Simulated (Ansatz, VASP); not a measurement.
Zn3CuS4 in VASP and in Ansatz

```
Zn Cu S
1.0
     5.16317    0.00000    0.00000
     0.00000    5.16317    0.00000
     0.00000    0.00000    5.16317
Zn Cu S
3 1 4
Cartesian
  2.5816 2.5816 0.0000
  2.5816 0.0000 2.5816
  0.0000 2.5816 2.5816
  0.0000 0.0000 0.0000
  3.8940 3.8940 1.2692
  3.8940 1.2692 3.8940
  1.2692 3.8940 3.8940
  1.2692 1.2692 1.2692
```

Alike in both runs: functional PBE; k mesh 6 × 6 × 6; occupations gaussian, width 0.1 eV; no spin polarisation.

Ansatz relaxed the structure, and its values are those at the end. VASP's run is a single point on that final structure, the one shown.

|  | VASP | Ansatz |
| --- | --- | --- |
| version | VASP 6.6.1 | Ansatz 0.2.0 |
| potentials or method | VASP PAW PBE potentials, release 64 (Zn, Cu, S), cutoff 520 eV | scalar-relativistic, plane waves, PAW |
| valence electrons in the cell | 71 | 79 |

```tsv
	VASP	Ansatz	Ansatz less VASP
gap on the k mesh at the Fermi level (eV)	none	none	-
pressure (GPa)	12.3	12.1	-0.24
rms of the force components (eV/Å)	0.004	0.004	+0.0003
```

A gap of «none» marks a metal or a gap that the smearing closes. VASP's potentials hold 71 valence electrons a cell and Ansatz's 79, so a difference there can come from the potentials and not from the codes. Ansatz's warnings: stress scf threshold loose.
